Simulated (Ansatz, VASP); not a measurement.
**Zn in VASP and in Ansatz**

The input INCAR:

```
PREC     = Accurate       # precision mode
ENCUT    = 520            # plane-wave cutoff, eV
EDIFF    = 1E-6           # SCF threshold, eV
ISMEAR   = 0              # smearing method
SIGMA    = 0.15           # smearing width, eV
LREAL    = F              # projectors in reciprocal space
LASPH    = T              # aspherical terms in the spheres
NELM     = 60             # most SCF steps
ALGO     = Fast           # electronic algorithm
ISIF     = 2              # what is computed and relaxed
LWAVE    = F              # write WAVECAR
LCHARG   = F              # write CHGCAR
GGA      = PS             # functional
NBANDS   = 12             # bands
```

Contents of KPOINTS:

```
Automatic mesh
0
Gamma
  22 22 22
```

Contents of POSCAR:

```
Zn
1.0
   -1.5455014450      1.5455014450      1.5690370000
    1.5455014450     -1.5455014450      1.5690370000
    1.5925725550      1.5925725550     -1.5690370000
Zn
1
Direct
    0.0000000000      0.0000000000      0.0000000000
```

Input for Ansatz:

```yaml
crystal:
  lattice:
    - [-1.545501445, 1.545501445, 1.569037]
    - [1.545501445, -1.545501445, 1.569037]
    - [1.592572555, 1.592572555, -1.569037]
  atoms:
    - { symbol: Zn, position: [0.0, 0.0, 0.0] }
basis:
  ecutwfc: 420
kpoints:
  mp_grid: { grid: [22, 22, 22] }
hamiltonian:
  xc: pbesol
scf:
  occupations: { method: gaussian, width: 0.15 }
output:
  forces: true
  stress: true
  eigenvalues: true
```

Change from the starting cell: strain +0.0300 x Voigt [0, 0, 0, 0, 0, 1], atoms carried along.

Alike in both runs: task single point; functional PBEsol; k mesh 22 × 22 × 22; occupations gaussian, width 0.15 eV; no spin polarisation.

|  | VASP | Ansatz |
| --- | --- | --- |
| version | VASP 6.6.1 | Ansatz 0.2.0 |
| potentials or method | VASP PAW PBE potentials, release 64 (Zn), cutoff 520 eV | scalar-relativistic, plane waves, PAW |
| valence electrons in the cell | 12 | 12 |

|  | VASP | Ansatz | Ansatz less VASP |
| --- | --- | --- | --- |
| gap on the k mesh at the Fermi level (eV) | none | none | - |
| pressure (GPa) | -4.7 | -5.1 | -0.34 |
| traceless stress, the component that is largest in VASP (GPa) | -0.09 | -0.09 | -0.001 |

VASP's potentials were made for PBE, not for PBEsol. A gap of «none» marks a metal or a gap that the smearing closes.
